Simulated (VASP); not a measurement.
PtSe2: single point with PBE+D3(BJ)

The system is PtSe2, a slab with vacuum.

```
Se Pt
1.0
     3.80600    0.00000    0.00000
    -1.90300    3.29609    0.00000
     0.00000    0.00000   31.12129
Se Pt
2 1
Cartesian
  1.9030 1.0987 14.3051
  0.0000 2.1974 16.8161
  0.0000 0.0000 15.5606
```

```
Program             : VASP 6.6.1
Task                : single point
Functional          : PBE
Dispersion          : D3(BJ)
Potentials or basis : VASP PAW PBE potentials, release 64 (Se, Pt)
Cutoff              : 400 eV
k mesh              : 9 × 9 × 1
Occupations         : gaussian, width 0.02 eV
Spin                : no spin polarisation
```

The largest force is 0.163 eV/Å, the band gap on the k mesh is 1.31 eV (least direct gap 1.32 eV) and the dispersion energy per atom is -0.286 eV. The ionisation potential of the upper face is 5.72 eV.

Forces on the atoms (eV/Å):
```
Se   0.000  0.000 -0.163
Se   0.000  0.000  0.163
Pt   0.000  0.000  0.000
```

Levels at points of the mesh, in eV from the valence-band top:
| k point | band 9 | band 10 | band 11 | band 12 | band 13 | band 14 |
| --- | --- | --- | --- | --- | --- | --- |
| (0.00, 0.00, 0.00) | -0.50 | -0.16 | -0.16 | 2.88 | 2.88 | 4.45 |

Wall time 3.9 min on 1 thread of Intel Xeon 8259CL, with other jobs on the host, peak memory 0.44 GiB.

Caveat: spin-orbit coupling is left out, which moves the levels of the heavy elements.
